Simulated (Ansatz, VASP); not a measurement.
# One calculation of HfH2, two programs

```
Hf H
1.0
    -1.77378    1.77378    2.18050
     1.77378   -1.77378    2.18050
     1.77378    1.77378   -2.18050
Hf H
1 2
Direct
  0.00000 0.00000 0.00000
  0.75000 0.25000 0.50000
  0.25000 0.75000 0.50000
```

Change from the starting cell: equal xx and yy strain of +2 %, crystal datasets.

Alike in both runs: task electric field gradients; functional LDA; k mesh 12 × 12 × 12; occupations fermi-dirac, width 0.03 eV; no spin polarisation.

|  | VASP | Ansatz |
| --- | --- | --- |
| version | VASP 6.6.1 | Ansatz 0.2.0 |
| potentials or method | VASP PAW LDA potentials, release 64 (Hf_pv, H), cutoff 520 eV | all-electron PAW with datasets made for the crystal, scalar-relativistic |

|  | VASP | Ansatz | Ansatz less VASP |
| --- | --- | --- | --- |
| pressure (GPa) | -13.5 | -13.3 | +0.21 |
| traceless stress, the component that is largest in VASP (GPa) | 0.58 | 0.56 | -0.026 |
| size of Vzz on the site where it differs most (V/Å²) | 28.3 | 37.3 | +9.00 |

LDA's correlation is that of Perdew and Zunger in VASP and of Perdew and Wang (1992) in Ansatz. Ansatz ran all-electron here, and VASP with PAW potentials.

Spin-orbit coupling is off throughout.
